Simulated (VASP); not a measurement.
# Ba2LuIrBr6 (Fm-3m) in VASP: single point with r2SCAN

Aim: the single point of Ba2LuIrBr6 with r2SCAN.

Everything below comes from runs of VASP 6.6.1. Logs are shortened: lines on timing, memory, paths and dates and some standing lists are left out, and cuts for length are marked.

## 1. The cell of the first run

The structure is cubic, space group Fm-3m (No. 225). The conventional cell has a = 10.236 Å, b = 10.236 Å, c = 10.236 Å, α = 90.00°, β = 90.00°, γ = 90.00°. Lu (site symmetry m-3m) has 6 Br at 2.69 Å within 3.6 Å. Within 3.2 Å of Br (site symmetry 4mm) lie 1 Ir at 2.42 Å and 1 Lu at 2.69 Å. Ir (site symmetry m-3m) has 6 Br at 2.42 Å within 3.2 Å. Ba (site symmetry -43m) has 12 Br at 3.62 Å and 4 Lu at 4.43 Å and 4 Ir at 4.43 Å within 4.8 Å.

## 2. Single point, r2SCAN

Input file POSCAR:

```
Ba2LuIrBr6
1.0
    0.0000000000      5.1178200000      5.1178200000
    5.1178200000      0.0000000000      5.1178200000
    5.1178200000      5.1178200000      0.0000000000
Lu Br Ir Ba
1 6 1 2
Direct
    0.0000000000      0.0000000000      0.0000000000
    0.7369000000      0.2631000000      0.2631000000
    0.2631000000      0.7369000000      0.2631000000
    0.2631000000      0.7369000000      0.7369000000
    0.7369000000      0.2631000000      0.7369000000
    0.2631000000      0.2631000000      0.7369000000
    0.7369000000      0.7369000000      0.2631000000
    0.5000000000      0.5000000000      0.5000000000
    0.2500000000      0.2500000000      0.2500000000
    0.7500000000      0.7500000000      0.7500000000
```

Input file INCAR.step1:

```
SYSTEM = Ba2LuIrBr6
ALGO = Normal
EDIFF = 1E-4
ENCUT = 520
GGA = PE
ISMEAR = 0
LASPH = .True.
LCHARG = .False.
LREAL = .False.
LWAVE = .True.
NBANDS = 59
NELM = 80
PREC = Accurate
SIGMA = 0.0165
```

Input file INCAR.step2:

```
SYSTEM = Ba2LuIrBr6
ALGO = Normal
EDIFF = 1E-6
ENCUT = 520
ISIF = 2
ISMEAR = 0
ISTART = 1
LASPH = .True.
LCHARG = .False.
LMIXTAU = .True.
LREAL = .False.
LWAVE = .False.
METAGGA = R2SCAN
NBANDS = 59
NELM = 80
PREC = Accurate
SIGMA = 0.0165
```

Input file KPOINTS:

```
k-points
0
Gamma
  5 5 5
  0 0 0
```

Potentials or basis: VASP PAW PBE potentials, release 64 (Lu, Br, Ir, Ba_sv).

Launch:

```sh
> cat potpaw_PBE.64/Lu/POTCAR potpaw_PBE.64/Br/POTCAR potpaw_PBE.64/Ir/POTCAR potpaw_PBE.64/Ba_sv/POTCAR > POTCAR
> cp INCAR.step1 INCAR
> mpirun -np 1 vasp_std > vasp.out
> cp INCAR.step2 INCAR
> mpirun -np 1 vasp_std > vasp.out
```

OUTCAR:

```text
SYSTEM = Ba2LuIrBr6
   EDIFF = 1E-6
   ENCUT = 520
   ISIF = 2
   ISMEAR = 0
   ISTART = 1
   LASPH = .True.
   LREAL = .False.
   METAGGA = R2SCAN
   NELM = 80
   PREC = Accurate

 ion  position               nearest neighbor table
   1  0.000  0.000  0.000-   2 2.69   3 2.69   4 2.69   5 2.69   6 2.69   7 2.69
   2  0.737  0.263  0.263-   8 2.42   1 2.69   9 3.62   9 3.62  10 3.62  10 3.62
   3  0.263  0.737  0.263-   8 2.42   1 2.69   9 3.62   9 3.62  10 3.62  10 3.62
   4  0.263  0.737  0.737-   8 2.42   1 2.69   9 3.62   9 3.62  10 3.62  10 3.62
   5  0.737  0.263  0.737-   8 2.42   1 2.69   9 3.62   9 3.62  10 3.62  10 3.62
   6  0.263  0.263  0.737-   8 2.42   1 2.69   9 3.62   9 3.62  10 3.62  10 3.62
   7  0.737  0.737  0.263-   8 2.42   1 2.69   9 3.62   9 3.62  10 3.62  10 3.62
   8  0.500  0.500  0.500-   2 2.42   3 2.42   4 2.42   5 2.42   6 2.42   7 2.42
   9  0.250  0.250  0.250-   6 3.62   6 3.62   7 3.62   7 3.62   5 3.62   3 3.62   3 3.62   4 3.62
                             2 3.62   2 3.62   5 3.62   4 3.62
  10  0.750  0.750  0.750-   6 3.62   6 3.62   7 3.62   7 3.62   5 3.62   4 3.62   2 3.62   3 3.62
                             3 3.62   4 3.62   5 3.62   2 3.62

  LATTYP: Found a face centered cubic cell.
 ALAT       =    10.2356400000

  Lattice vectors:

 A1 = (   0.0000000000,   5.1178200000,   5.1178200000)
 A2 = (   5.1178200000,   0.0000000000,   5.1178200000)
 A3 = (   5.1178200000,   5.1178200000,   0.0000000000)

Analysis of symmetry for initial positions (statically):
=====================================================================
 Subroutine PRICEL returns:
 Original cell was already a primitive cell.

 Routine SETGRP: Setting up the symmetry group for a
 face centered cubic supercell.

 Subroutine GETGRP returns: Found 48 space group operations
 (whereof 48 operations were pure point group operations)
 out of a pool of 48 trial point group operations.

The static configuration has the point symmetry O_h .

Analysis of symmetry for dynamics (positions and initial velocities):
=====================================================================
 Subroutine PRICEL returns:
 Original cell was already a primitive cell.

 Routine SETGRP: Setting up the symmetry group for a
 face centered cubic supercell.

 Subroutine GETGRP returns: Found 48 space group operations
 (whereof 48 operations were pure point group operations)
 out of a pool of 48 trial point group operations.

[... 108 lines left out ...]
   ISYM   =      2    0-nonsym 1-usesym 2-fastsym
   POTIM  = 0.5000    time-step for ionic-motion
   TEBEG  =    0.0;   TEEND  =   0.0 temperature during run
   PSTRESS=    0.0 pullay stress
   NELECT =      96.0000    total number of electrons
   NUPDOWN=      -1.0000    fix difference up-down
   EMIN   =  10.00;   EMAX   =-10.00  energy-range for DOS
   EFERMI =   0.00;   METHOD = LEGACY
   ISMEAR =     0;   SIGMA  =   0.02  broadening in eV -4-tet -1-fermi 0-gaus
   EFERMI_NEDOS =   21; number of points for ismear=-14 and -15
   IALGO  =     38    algorithm
   IMIX   =      4    mixing-type and parameters
     AMIX     =   0.40;   BMIX     =  1.00
     AMIX_MAG =   1.60;   BMIX_MAG =  1.00
  volume/ion in A,a.u.               =      26.81       180.92
  Fermi-wavevector in a.u.,A,eV,Ry     =   1.162528  2.196860 18.387897  1.351472
  Thomas-Fermi vector in A             =   2.299088
   LORBIT       =      0    0 simple, 1 ext, 2 COOP (PROOUT), +10 PAW based schemes
   METAGGA = R2SCAN    functional components
   LHFCALC =     F    Hartree Fock is set to
   AEXX    =    0.0000 exact exchange contribution
   IVDW    =     0    specifies the selected vdW correction
   LEPSILON=     F    determine dielectric tensor
   LRPA    =     F    only Hartree local field effects (RPA)
 non-spin polarized calculation
 Gauss-broadening in eV      SIGMA  =   0.02
  energy-cutoff  :      520.00
  volume of cell :      268.09
 maximum number of plane-waves:      7243
 NGX is ok and might be reduce to    54
   NGX = 27   NGY = 27   NGZ = 27

 number of electron      95.9999999 magnetization

 Free energy of the ion-electron system (eV)
  ---------------------------------------------------
  ext. energy  EPLUGINS =         0.00000000
  ---------------------------------------------------
  free energy    TOTEN  =      -233.26847718 eV

  energy without entropy =     -233.26680362  energy(sigma->0) =     -233.26764040

 E-fermi :   6.3655     XC(G=0): -10.0722

 val. band max:        6.3108084522   @ k =   0.2000   0.2000   0.0000
 cond. band min:       6.3666553879   @ k =   0.4000   0.0000   0.0000
 fundamental gap:      0.0558469357
 Fermi energy:         6.3655274738

 k-point     1 :       0.0000    0.0000    0.0000
  band No.  band energies     occupation
      1     -53.5730      2.00000
      2     -25.4261      2.00000
      3     -25.4175      2.00000
      4     -23.7232      2.00000
      5     -23.7231      2.00000
      6     -23.7231      2.00000
[... 609 lines left out ...]
     58       8.0499      0.00000
     59       8.4047      0.00000

------------------------ aborting loop because EDIFF is reached ----------------------------------------

  FORCE on cell =-STRESS in cart. coord.  units (eV):
  Direction    XX          YY          ZZ          XY          YZ          ZX
  --------------------------------------------------------------------------------------
  -------------------------------------------------------------------------------------
  Total       16.7322983     16.7322983     16.7322983      0.0000000      0.0000000     -0.0000000
  in kB       99.9956630     99.9956630     99.9956630      0.0000000      0.0000000     -0.0000000
  external PRESSURE =      99.9956630 kB  Pullay stress =       0.0000000 kB

 VOLUME and BASIS-vectors are now :
 -----------------------------------------------------------------------------
  energy-cutoff  :      520.00
  volume of cell :      268.09
      direct lattice vectors                 reciprocal lattice vectors
     0.000000000  5.117820000  5.117820000    -0.097697848  0.097697848  0.097697848
     5.117820000  0.000000000  5.117820000     0.097697848 -0.097697848  0.097697848
     5.117820000  5.117820000  0.000000000     0.097697848  0.097697848 -0.097697848

 POSITION                                       TOTAL-FORCE (eV/Angst)
 -----------------------------------------------------------------------------------
      0.00000      0.00000      0.00000        -0.000000      0.000000     -0.000000
      2.69300      5.11782      5.11782        -2.051613      0.000000     -0.000000
      5.11782      2.69300      5.11782        -0.000000     -2.051613     -0.000000
      7.54264      5.11782      5.11782         2.051613      0.000000     -0.000000
      5.11782      7.54264      5.11782        -0.000000      2.051613     -0.000000
      5.11782      5.11782      2.69300        -0.000000      0.000000     -2.051613
      5.11782      5.11782      7.54264        -0.000000      0.000000      2.051613
      5.11782      5.11782      5.11782        -0.000000      0.000000     -0.000000
      2.55891      2.55891      2.55891        -0.000000      0.000000      0.000000
      7.67673      7.67673      7.67673        -0.000000      0.000000     -0.000000
 -----------------------------------------------------------------------------------
    total drift:                                0.000000      0.000000      0.000000

  FREE ENERGIE OF THE ION-ELECTRON SYSTEM (eV)
  ---------------------------------------------------
  free  energy   TOTEN  =      -233.2684771766 eV

  energy  without entropy=     -233.2668036206  energy(sigma->0) =     -233.26764040
```

OUTCAR.step1:

```text
SYSTEM = Ba2LuIrBr6
   EDIFF = 1E-4
   ENCUT = 520
   GGA = PE
   ISMEAR = 0
[... 858 lines left out ...]
      5.11782      5.11782      7.54264         0.000000      0.000000      1.915268
      5.11782      5.11782      5.11782         0.000000      0.000000      0.000000
      2.55891      2.55891      2.55891         0.000000     -0.000000     -0.000000
      7.67673      7.67673      7.67673         0.000000      0.000000      0.000000
 -----------------------------------------------------------------------------------
    total drift:                                0.000000      0.000000      0.000000

  FREE ENERGIE OF THE ION-ELECTRON SYSTEM (eV)
  ---------------------------------------------------
  free  energy   TOTEN  =       -35.2375927893 eV

  energy  without entropy=      -35.2350384955  energy(sigma->0) =      -35.23631564
```

OSZICAR.step1:

```text
N       E                     dE             d eps       ncg     rms          rms(c)
DAV:   1     0.922115950866E+03    0.92212E+03   -0.39523E+04  1776   0.323E+03
DAV:   2     0.137242546397E+03   -0.78487E+03   -0.73033E+03  1492   0.718E+02
DAV:   3    -0.206523838201E+02   -0.15789E+03   -0.15202E+03  1458   0.170E+02
DAV:   4    -0.347194899714E+02   -0.14067E+02   -0.13718E+02  1520   0.508E+01
DAV:   5    -0.356758712288E+02   -0.95638E+00   -0.94492E+00  2096   0.115E+01    0.289E+01
DAV:   6    -0.361804309414E+02   -0.50456E+00   -0.59970E+00  1901   0.213E+01    0.166E+01
DAV:   7    -0.362455584609E+02   -0.65128E-01   -0.12690E+01  1661   0.225E+01    0.168E+01
DAV:   8    -0.354514355190E+02    0.79412E+00   -0.14048E+00  1797   0.103E+01    0.307E+00
DAV:   9    -0.352453641300E+02    0.20607E+00   -0.62527E-01  1832   0.436E+00    0.188E+00
DAV:  10    -0.352485300536E+02   -0.31659E-02   -0.72483E-02  1576   0.108E+00    0.141E+00
DAV:  11    -0.352410456943E+02    0.74844E-02   -0.13211E-02  1832   0.776E-01    0.108E+00
DAV:  12    -0.352375070268E+02    0.35387E-02   -0.15853E-02  1770   0.829E-01    0.419E-01
DAV:  13    -0.352375790570E+02   -0.72030E-04   -0.31335E-03  1568   0.210E-01    0.188E-01
DAV:  14    -0.352375927893E+02   -0.13732E-04   -0.19435E-04  1040   0.136E-01
   1 F= -.35237593E+02 E0= -.35236316E+02  d E =-.255429E-02
```

It took 12 min on 1 thread of Intel Xeon Platinum 8488C (Sapphire Rapids), shared host; peak memory 0.54 GiB.

Results:

```
Free energy            : -233.2685 eV
Pressure               : 10.0 GPa
Largest force          : 2.052 eV/Å
Band gap on the k mesh : zero (bands 48 and 49 overlap by 0.54 eV)
```

Forces on the atoms (eV/Å):
```
Lu   0.000  0.000  0.000
Br  -2.052  0.000  0.000
Br   0.000 -2.052  0.000
Br   2.052  0.000  0.000
Br   0.000  2.052  0.000
Br   0.000  0.000 -2.052
Br   0.000  0.000  2.052
Ir   0.000  0.000  0.000
Ba   0.000  0.000  0.000
Ba   0.000  0.000  0.000
```

Levels at points of the mesh, in eV from the Fermi level:
| k point | band 44 | band 45 | band 46 | band 47 | band 48 | band 49 | band 50 | band 51 | band 52 | band 53 |
| --- | --- | --- | --- | --- | --- | --- | --- | --- | --- | --- |
| (0.00, 0.00, 0.00) | -3.02 | -3.02 | -3.02 | -0.89 | -0.89 | -0.41 | -0.41 | -0.15 | 0.32 | 0.32 |

Caveat: the cell stands under pressure; the PAW data sets were made with another functional, which shifts forces and pressure a little; spin-orbit coupling is left out, which moves the levels of the heavy elements.
